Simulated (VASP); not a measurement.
A run of VASP 6.6.1:

INCAR

```
SYSTEM = GaSb
PREC = Accurate ; ENCUT = 520
EDIFF = 1E-6 ; ISMEAR = 0
SIGMA = 0.15 ; LREAL = .FALSE.
LASPH = .TRUE. ; NELM = 60
ALGO = Normal ; ISIF = 2
LWAVE = .FALSE. ; LCHARG = .TRUE.
GGA = PS ; LELF = .TRUE.
LVHAR = .TRUE. ; NBANDS = 16
```

File KPOINTS:

```
regular mesh
0
G
  16 16 16
  0 0 0
```

The input POSCAR:

```
GaSb
1.0
    0.0000000000      3.1009093174      2.9768729447
    3.1009093174      0.0000000000      2.9768729447
    3.1009093174      3.1009093174      0.0000000000
Ga Sb
1 1
Direct
    0.0000000000      0.0000000000      0.0000000000
    0.7500000000      0.7500000000      0.7500000000
```

Potentials or basis: VASP PAW PBE potentials, release 64 (Ga_d, Sb).

Command:

```bash
$ cat potpaw_PBE.64/Ga_d/POTCAR potpaw_PBE.64/Sb/POTCAR > POTCAR
$ mpirun -np 1 vasp_std > vasp.out
```

Hardware: 1 thread of Intel Xeon 8259CL, with other jobs on the host.

How long does it take, and how much memory?

Wall time 11 min on 1 thread of Intel Xeon 8259CL, on a shared host, peak memory 0.45 GiB. Counts: scf iterations 12, k points 349.
